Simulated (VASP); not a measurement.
## PbSe: single point with PBE+D3(BJ)

The system is PbSe.

```
Pb Se
1.0
     0.00000    3.16225    3.16225
     3.16225    0.00000    3.16225
     3.16225    3.16225    0.00000
Pb Se
1 1
Cartesian
  0.0000 0.0000 0.0000
  3.1623 3.1623 3.1623
```

This cell differs from its parent crystal: volume 31.622 Å^3 an atom, c/a of the conventional cell 1.0000.

```
Program             : VASP 6.6.1
Task                : single point
Functional          : PBE
Dispersion          : D3(BJ)
Potentials or basis : VASP PAW PBE potentials, release 64 (Pb_d, Se)
Cutoff              : 520 eV
k mesh              : 10 × 10 × 10
Occupations         : gaussian, width 0.03 eV
Spin                : no spin polarisation
```

```
Pressure                   : -2.7 GPa
Band gap on the k mesh     : 0.57 eV, direct
Dispersion energy per atom : -0.337 eV
```

Levels at points of the mesh, in eV from the valence-band top:
```
           k point  band 7  band 8  band 9  band 10  band 11  band 12  band 13  band 14
(0.00, 0.00, 0.00)   -6.39   -1.40   -1.40    -1.40     4.55     4.55     4.55     6.77
(0.50, 0.00, 0.00)   -8.25   -1.05   -1.05     0.00     0.57     1.94     1.94     8.48
(0.50, 0.50, 0.00)   -7.18   -4.14   -2.59    -2.59     4.15     5.30     5.30     5.69
```

Run time: 42 s on 1 thread of Intel(R) Xeon(R) Platinum 8488C (Sapphire Rapids) (shared host), peak memory 0.23 GiB.

Caveat: spin-orbit coupling is left out, which moves the levels of the heavy elements. A k mesh can miss the band edges.
